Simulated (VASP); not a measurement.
Input of a VASP 6.6.1 run:

The input INCAR:

```
PREC     = Accurate       # precision mode
ENCUT    = 500            # plane-wave cutoff, eV
EDIFF    = 1E-6           # SCF threshold, eV
ISMEAR   = -1             # smearing method
SIGMA    = 0.06122561905347299 # smearing width, eV
LREAL    = False          # projectors in reciprocal space
LASPH    = True           # aspherical terms in the spheres
NELM     = 120            # most SCF steps
ALGO     = Normal         # electronic algorithm
ISIF     = 2              # what is computed and relaxed
LWAVE    = False          # write WAVECAR
LCHARG   = True           # write CHGCAR
GGA      = PE             # functional
LELF     = True           # ELF
LVHAR    = True         
NBANDS   = 12             # bands
GGA_COMPAT= False
```

KPOINTS

```
Automatic mesh
0
Gamma
  52 52 52
```

File POSCAR:

```
Cr
1.0
    0.0000000000      1.8237392731      1.8237392731
    1.8237392731      0.0000000000      1.8237392731
    1.8237392731      1.8237392731      0.0000000000
Cr
1
Direct
    0.0000000000      0.0000000000      0.0000000000
```

Potentials or basis: VASP PAW PBE potentials, release 64 (Cr_pv).

Launch:

```bash
$ cat potpaw_PBE.64/Cr_pv/POTCAR > POTCAR
$ mpirun -np 1 vasp_std > vasp.out
```

Q: What does it give for the pressure?

A: -5.2 GPa.

Q: Estimate the band gap on the k mesh.

A: Zero (bands 6 and 7 overlap by 2.84 eV).

Caveat: the cell stands under tension; the run has no spin polarisation, though such a crystal can be magnetic. Spin polarisation is off, so any magnetic state and its effect on volume and gap are missing.
